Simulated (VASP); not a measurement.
# LiAl32 (a cell with a defect) in VASP: single point with PBE

Aim: the single point of LiAl32 (a cell with a defect) with PBE.

Everything below comes from runs of VASP 6.6.1. Logs are shortened: lines on timing, memory, paths and dates and some standing lists are left out, and cuts for length are marked.

### Step 1. The cell of the first run

The cell holds a defect, 33 atoms: a = 8.100 Å, b = 8.100 Å, c = 8.100 Å, α = 90.00°, β = 90.00°, γ = 90.00°.

### Step 2. Single point, PBE

The input, INCAR:

```
SYSTEM = LiAl32
PREC     = Accurate       ! precision mode
ENCUT    = 520            ! plane-wave cutoff, eV
EDIFF    = 1E-6           ! SCF threshold, eV
ISMEAR   = 0              ! smearing method
SIGMA    = 0.05           ! smearing width, eV
LREAL    = Auto         
LASPH    = .True.         ! aspherical terms in the spheres
NELM     = 80             ! most SCF steps
ALGO     = Normal         ! electronic algorithm
ISIF     = 2              ! what is computed and relaxed
LWAVE    = .False.        ! write WAVECAR
LCHARG   = .False.        ! write CHGCAR
GGA      = PE             ! functional
NBANDS   = 72             ! bands
```

The input, KPOINTS:

```
regular mesh
0
Gamma
  3 3 3
  0 0 0
```

The input, POSCAR:

```
LiAl32
1.0
    8.1000000000      0.0000000000      0.0000000000
    0.0000000000      8.1000000000      0.0000000000
    0.0000000000      0.0000000000      8.1000000000
Al Li
32 1
Direct
    0.5128760494     -0.0000441975     -0.0062111111
    0.7499075309      0.2535914815      0.0053065432
    0.7501858025     -0.0000116049      0.2434112346
   -0.0128780247     -0.0000459259     -0.0062443210
    0.2500371605      0.2628788889     -0.0062497531
    0.5035314815      0.5001208642      0.0053392593
    0.7499056790      0.7464767901      0.0053435802
    0.2497958025      0.0002614815      0.1827422222
    0.4927833333      0.2425217284      0.2555337037
    0.7499095062      0.5001162963      0.2494807407
    0.5374322222      0.0002186420      0.5087267901
    0.7501950617      0.2594129630      0.5007387654
    0.7502337037     -0.0000311111      0.7600590123
   -0.0035835802      0.5001190123      0.0053098765
    0.2500354321      0.7371260494     -0.0062067901
    0.0071117284      0.2428582716      0.2552641975
    0.2500101235      0.4997646914      0.2434102469
    0.4923482716      0.7576208642      0.2558906173
   -0.0362298765      0.0002256790      0.5085466667
    0.2498225926      0.2860703704      0.5085228395
    0.5094037037      0.4997509877      0.5007598765
    0.7501970370      0.7405997531      0.5007633333
    0.2499717284      0.0000366667      0.7675454321
    0.5027520988      0.2526117284      0.7515904938
    0.7499322222      0.5000875309      0.7551427160
    0.0075404938      0.7572780247      0.2556087654
   -0.0094117284      0.4997529630      0.5007407407
    0.2498297531      0.7124034568      0.5087516049
   -0.0027780247      0.2527620988      0.7517646914
    0.2500251852      0.4997043210      0.7600603704
    0.5025620988      0.7474218519      0.7513613580
   -0.0025866667      0.7472728395      0.7515420988
    0.2508540741     -0.0010848148      0.4647051852
```

Potentials or basis: VASP PAW PBE potentials, release 64 (Al, Li_sv).

On the command line:

```console
$ cat potpaw_PBE.64/Al/POTCAR potpaw_PBE.64/Li_sv/POTCAR > POTCAR
$ mpirun -np 1 vasp_std > vasp.out
```

OUTCAR:

```text
SYSTEM = LiAl32
   PREC = Accurate
   ENCUT = 520
   EDIFF = 1E-6
   ISMEAR = 0
   LREAL = Auto
   LASPH = .True.
   NELM = 80
   ISIF = 2
   GGA = PE

 ion  position               nearest neighbor table
   1  0.513  1.000  0.994-   8 2.62  13 2.70   3 2.79  23 2.81   7 2.81   2 2.81  24 2.84  31 2.84
                             9 2.90  18 2.90  15 3.01   5 3.01
   2  0.750  0.254  0.005-  10 2.81   1 2.81   4 2.81   3 2.82   6 2.82  14 2.82  25 2.84  13 2.86
                            29 2.87  24 2.87  16 2.91   9 2.91
   3  0.750  1.000  0.243-  11 2.75  19 2.76   4 2.79   1 2.79   7 2.82   2 2.82  16 2.87   9 2.87
                            26 2.87  18 2.87  22 2.96  12 2.96
   4  0.987  1.000  0.994-   8 2.62  13 2.70   3 2.79  23 2.81   7 2.81   2 2.81  29 2.84  32 2.84
                            16 2.90  26 2.90  15 3.01   5 3.01
   5  0.250  0.263  0.994-   8 2.62  30 2.69  17 2.79  23 2.81   6 2.81  14 2.81  29 2.84  24 2.84
                            16 2.90   9 2.90   1 3.01   4 3.01
   6  0.504  0.500  0.005-  10 2.81  15 2.81   5 2.81  17 2.82   7 2.82   2 2.82  25 2.84  30 2.86
                            24 2.87  31 2.87   9 2.91  18 2.91
   7  0.750  0.746  0.005-  10 2.81   1 2.81   4 2.81   3 2.82   6 2.82  14 2.82  25 2.84  13 2.86
                            32 2.87  31 2.87  26 2.91  18 2.91
   8  0.250  0.000  0.183-  33 2.28   5 2.62   4 2.62   1 2.62  15 2.62  16 2.84   9 2.84  26 2.84
                            18 2.84  23 3.36
   9  0.493  0.243  0.256-   8 2.84  11 2.86  20 2.86   3 2.87  17 2.87  21 2.88  12 2.88   1 2.90
[... 13 lines left out ...]
  16  0.007  0.243  0.255-   8 2.84  19 2.86  20 2.86   3 2.87  17 2.87  27 2.88  12 2.88   4 2.90
                             5 2.90   2 2.91  14 2.91  10 2.95
  17  0.250  0.500  0.243-  28 2.75  20 2.76   5 2.79  15 2.79   6 2.82  14 2.82  16 2.87  26 2.87
                             9 2.87  18 2.87  21 2.96  27 2.96
  18  0.492  0.758  0.256-   8 2.84  28 2.86  11 2.86  17 2.87   3 2.87  22 2.88  21 2.88  15 2.90
                             1 2.90   6 2.91   7 2.91  10 2.95
  19  0.964  0.000  0.509-  33 2.35  13 2.67  12 2.72  22 2.72   3 2.76  29 2.85  32 2.85  16 2.86
                            26 2.86  23 3.13  20 3.28  28 3.29
  20  0.250  0.286  0.509-  33 2.35  30 2.67  27 2.72  21 2.72  17 2.76  29 2.85  24 2.85  16 2.86
                             9 2.86  23 3.13  19 3.28  11 3.28
  21  0.509  0.500  0.501-  28 2.72  20 2.72  12 2.76  22 2.76  10 2.82  25 2.84  24 2.85  31 2.85
                             9 2.88  18 2.88  17 2.96  30 2.97
  22  0.750  0.741  0.501-  11 2.72  19 2.72  27 2.76  21 2.76  10 2.82  25 2.84  32 2.85  31 2.85
                            26 2.88  18 2.88   3 2.96  13 2.97
  23  0.250  0.000  0.768-  33 2.45   5 2.81   4 2.81   1 2.81  15 2.81  31 2.90  32 2.90  24 2.90
                            29 2.90  20 3.13  19 3.13  11 3.13  28 3.13   8 3.36
  24  0.503  0.253  0.752-  25 2.83   1 2.84   5 2.84  11 2.85  21 2.85  20 2.85  12 2.85  30 2.86
                            13 2.87   2 2.87   6 2.87  23 2.90
  25  0.750  0.500  0.755-  29 2.83  24 2.83  32 2.83  31 2.83  22 2.84  21 2.84  27 2.84  12 2.84
                             7 2.84   6 2.84  14 2.84   2 2.84
  26  0.008  0.757  0.256-   8 2.84  28 2.86  19 2.86  17 2.87   3 2.87  22 2.88  27 2.88  15 2.90
                             4 2.90  14 2.91   7 2.91  10 2.95
  27  0.991  0.500  0.501-  28 2.72  20 2.72  12 2.75  22 2.76  10 2.82  25 2.84  29 2.85  32 2.85
                            16 2.88  26 2.88  17 2.96  30 2.97
  28  0.250  0.712  0.509-  33 2.35  30 2.67  27 2.72  21 2.72  17 2.75  32 2.85  31 2.85  18 2.86
                            26 2.86  23 3.13  19 3.29  11 3.30
  29  0.997  0.253  0.752-  25 2.83   4 2.84   5 2.84  19 2.85  27 2.85  12 2.85  20 2.85  30 2.86
                            13 2.86   2 2.87  14 2.87  23 2.90
  30  0.250  0.500  0.760-  28 2.67  20 2.67   5 2.69  15 2.70   6 2.86  14 2.86  29 2.86  24 2.86
                            32 2.87  31 2.87  21 2.97  27 2.97
  31  0.503  0.747  0.751-  25 2.83  15 2.84   1 2.84  28 2.85  11 2.85  22 2.85  21 2.85  13 2.87
                            30 2.87   6 2.87   7 2.87  23 2.90
  32  0.997  0.747  0.752-  25 2.83  15 2.84   4 2.84  28 2.85  22 2.85  19 2.85  27 2.85  13 2.86
                            30 2.87  14 2.87   7 2.87  23 2.90
  33  0.251  0.999  0.465-   8 2.28  28 2.35  11 2.35  19 2.35  20 2.35  23 2.45

  LATTYP: Found a simple cubic cell.
 ALAT       =     8.1000000000

  Lattice vectors:

 A1 = (   8.1000000000,   0.0000000000,   0.0000000000)
 A2 = (   0.0000000000,   8.1000000000,   0.0000000000)
 A3 = (   0.0000000000,   0.0000000000,   8.1000000000)

Analysis of symmetry for initial positions (statically):
=====================================================================
 Subroutine PRICEL returns:
 Original cell was already a primitive cell.

 Routine SETGRP: Setting up the symmetry group for a
 simple cubic supercell.

 Subroutine GETGRP returns: Found  1 space group operations
 (whereof  1 operations were pure point group operations)
 out of a pool of 48 trial point group operations.

[... 127 lines left out ...]
 ===========================================

 Found     14 irreducible k-points:

 Following reciprocal coordinates:
            Coordinates               Weight
  0.000000  0.000000  0.000000      1.000000
  0.333333  0.000000  0.000000      2.000000
  0.000000  0.333333  0.000000      2.000000
  0.000000  0.000000  0.333333      2.000000
  0.333333  0.333333  0.000000      2.000000
  0.000000  0.333333  0.333333      2.000000
  0.333333  0.000000  0.333333      2.000000
 -0.333333  0.333333  0.000000      2.000000
 -0.333333  0.000000  0.333333      2.000000
  0.000000 -0.333333  0.333333      2.000000
  0.333333  0.333333  0.333333      2.000000
 -0.333333  0.333333  0.333333      2.000000
 -0.333333 -0.333333  0.333333      2.000000
  0.333333 -0.333333  0.333333      2.000000
   k-points           NKPTS =     14   k-points in BZ     NKDIM =     14   number of bands    NBANDS=     72
   number of dos      NEDOS =    301   number of ions     NIONS =     33
   total plane-waves  NPLWV = 216000
   dimension x,y,z NGX =    60 NGY =   60 NGZ =   60
   dimension x,y,z NGXF=   120 NGYF=  120 NGZF=  120
   ions per type =              32   1
   NGX,Y,Z   is equivalent  to a cutoff of  12.31, 12.31, 12.31 a.u.
   NGXF,Y,Z  is equivalent  to a cutoff of  24.63, 24.63, 24.63 a.u.
 SYSTEM =  LiAl32
   PREC   = accura    normal or accurate (medium, high low for compatibility)
   ISTART =      0    job   : 0-new  1-cont  2-samecut
   ICHARG =      2    charge: 1-file 2-atom 10-const
   ISPIN  =      1    spin polarized calculation?
   LNONCOLLINEAR =      F non collinear calculations
   LSORBIT =      F    spin-orbit coupling
   LASPH  =      T    aspherical Exc in radial PAW
   ENCUT  =  520.0 eV  38.22 Ry    6.18 a.u.  15.06 15.06 15.06*2*pi/ulx,y,z
   NELM   =     80;   NELMIN=  2; NELMDL= -5     # of ELM steps
   EDIFF  = 0.1E-05   stopping-criterion for ELM
   LREAL  =      T    real-space projection
   EDIFFG = 0.1E-04   stopping-criterion for IOM
   NSW    =      0    number of steps for IOM
   IBRION =     -1    ionic relax: 0-MD 1-quasi-New 2-CG
   NFREE  =      0    steps in history (QN), initial steepest desc. (CG)
   ISIF   =      2    stress and relaxation
   ISYM   =      2    0-nonsym 1-usesym 2-fastsym
   POTIM  = 0.5000    time-step for ionic-motion
   TEBEG  =    0.0;   TEEND  =   0.0 temperature during run
   PSTRESS=    0.0 pullay stress
   NELECT =      99.0000    total number of electrons
   NUPDOWN=      -1.0000    fix difference up-down
   EMIN   =  10.00;   EMAX   =-10.00  energy-range for DOS
   EFERMI =   0.00;   METHOD = LEGACY
   ISMEAR =     0;   SIGMA  =   0.05  broadening in eV -4-tet -1-fermi 0-gaus
   EFERMI_NEDOS =   21; number of points for ismear=-14 and -15
   IALGO  =     38    algorithm
   IMIX   =      4    mixing-type and parameters
     AMIX     =   0.40;   BMIX     =  1.00
     AMIX_MAG =   1.60;   BMIX_MAG =  1.00
  volume/ion in A,a.u.               =      16.10       108.68
  Fermi-wavevector in a.u.,A,eV,Ry     =   0.934978  1.766853 11.894002  0.874184
  Thomas-Fermi vector in A             =   2.061839
   LORBIT       =      0    0 simple, 1 ext, 2 COOP (PROOUT), +10 PAW based schemes
   GGA     = PE    functional components
   LHFCALC =     F    Hartree Fock is set to
   AEXX    =    0.0000 exact exchange contribution
   IVDW    =     0    specifies the selected vdW correction
   LEPSILON=     F    determine dielectric tensor
   LRPA    =     F    only Hartree local field effects (RPA)
 non-spin polarized calculation
 Gauss-broadening in eV      SIGMA  =   0.05
  energy-cutoff  :      520.00
  volume of cell :      531.44
 maximum number of plane-waves:     14358
   NGX = 31   NGY = 31   NGZ = 31

 number of electron      98.9999999 magnetization

 Free energy of the ion-electron system (eV)
  ---------------------------------------------------
  ext. energy  EPLUGINS =         0.00000000
  ---------------------------------------------------
  free energy    TOTEN  =      -120.49306196 eV

  energy without entropy =     -120.48241419  energy(sigma->0) =     -120.48773807

 E-fermi :   7.9446     XC(G=0): -10.2151

 val. band max:        7.9397050350   @ k =   0.0000   0.0000   0.3333
 cond. band min:       7.9540879332   @ k =   0.0000   0.0000   0.3333
 fundamental gap:      0.0143828982
 Fermi energy:         7.9446129699

 k-point     1 :       0.0000    0.0000    0.0000
  band No.  band energies     occupation
      1     -37.9544      2.00000
      2      -3.1314      2.00000
      3      -1.1249      2.00000
      4      -1.1099      2.00000
      5      -0.8468      2.00000
      6      -0.8468      2.00000
[... 885 lines left out ...]
     60       9.7042      0.00000
     61       9.8330      0.00000
 [bands above 61 left out]

------------------------ aborting loop because EDIFF is reached ----------------------------------------

  FORCE on cell =-STRESS in cart. coord.  units (eV):
  Direction    XX          YY          ZZ          XY          YZ          ZX
  --------------------------------------------------------------------------------------
  -------------------------------------------------------------------------------------
  Total        9.9317385      9.9339243      8.8853665     -0.0000459     -0.0491886      0.0370885
  in kB       29.9419997     29.9485896     26.7874192     -0.0001385     -0.1482928      0.1118136
  external PRESSURE =      28.8926695 kB  Pullay stress =       0.0000000 kB

 VOLUME and BASIS-vectors are now :
 -----------------------------------------------------------------------------
  energy-cutoff  :      520.00
  volume of cell :      531.44
      direct lattice vectors                 reciprocal lattice vectors
     8.100000000  0.000000000  0.000000000     0.123456790  0.000000000  0.000000000
     0.000000000  8.100000000  0.000000000     0.000000000  0.123456790  0.000000000
     0.000000000  0.000000000  8.100000000     0.000000000  0.000000000  0.123456790

 POSITION                                       TOTAL-FORCE (eV/Angst)
 -----------------------------------------------------------------------------------
      4.15430      8.09964      8.04969        -0.001103      0.000465      0.001070
      6.07425      2.05409      0.04298        -0.000333      0.000077     -0.003227
      6.07651      8.09991      1.97163         0.000225     -0.000285     -0.002386
      7.99569      8.09963      8.04942         0.001938      0.000625      0.001096
      2.02530      2.12932      8.04938        -0.000526     -0.002113      0.001146
      4.07861      4.05098      0.04325         0.000718      0.000282     -0.002768
[... 25 lines left out ...]
      8.07905      6.05291      6.08749        -0.003478     -0.002604      0.003122
      2.03192      8.09121      3.76411         0.000018      0.002333     -0.008535
 -----------------------------------------------------------------------------------
    total drift:                                0.004247     -0.001347     -0.013911

  FREE ENERGIE OF THE ION-ELECTRON SYSTEM (eV)
  ---------------------------------------------------
  free  energy   TOTEN  =      -120.4930619572 eV

  energy  without entropy=     -120.4824141898  energy(sigma->0) =     -120.48773807
```

Wall time 10 min (1 thread of Oxide Virtual Turin-like, shared host); peak memory 0.62 GiB.

What came out:

```yaml
Free_energy: -120.4931 eV
Largest_force: 0.017 eV/Å
Band_gap_on_the_k_mesh: zero (an odd number of electrons rules out a gap without spin polarisation)
```

Forces on the atoms (eV/Å):
```
Al  -0.001  0.000  0.001
Al   0.000  0.000 -0.003
Al   0.000  0.000 -0.002
Al   0.002  0.001  0.001
Al  -0.001 -0.002  0.001
Al   0.001  0.000 -0.003
Al   0.000 -0.001 -0.003
Al  -0.002  0.002 -0.009
Al   0.004  0.002 -0.004
Al   0.000  0.001 -0.002
Al   0.011 -0.002  0.000
Al  -0.001  0.003  0.003
Al   0.001  0.000  0.002
Al   0.000  0.000 -0.003
Al   0.000  0.001  0.001
Al  -0.003  0.003 -0.003
Al   0.000  0.000 -0.002
Al   0.004 -0.004 -0.006
Al  -0.011  0.001  0.001
Al  -0.001  0.011  0.001
Al   0.003  0.000  0.003
Al  -0.001 -0.003  0.003
Al  -0.002  0.002  0.017
Al   0.002  0.003  0.003
Al   0.001 -0.001  0.000
Al  -0.002 -0.004 -0.004
Al  -0.003  0.000  0.004
Al   0.001 -0.010 -0.001
Al  -0.002  0.002  0.004
Al   0.000 -0.001  0.002
Al   0.003 -0.003  0.005
Al  -0.003 -0.003  0.003
Li   0.000  0.002 -0.009
```

Levels at points of the mesh, in eV from the Fermi level:
```tsv
k point	band 47	band 48	band 49	band 50	band 51	band 52
(0.00, 0.00, 0.00)	-0.12	-0.12	0.30	0.31	0.31	0.64
```

Caveat: the cutoff is under 1.25 times the usual one of these potentials, so pressure, stress and relaxed cells hold a basis-set (Pulay) error.
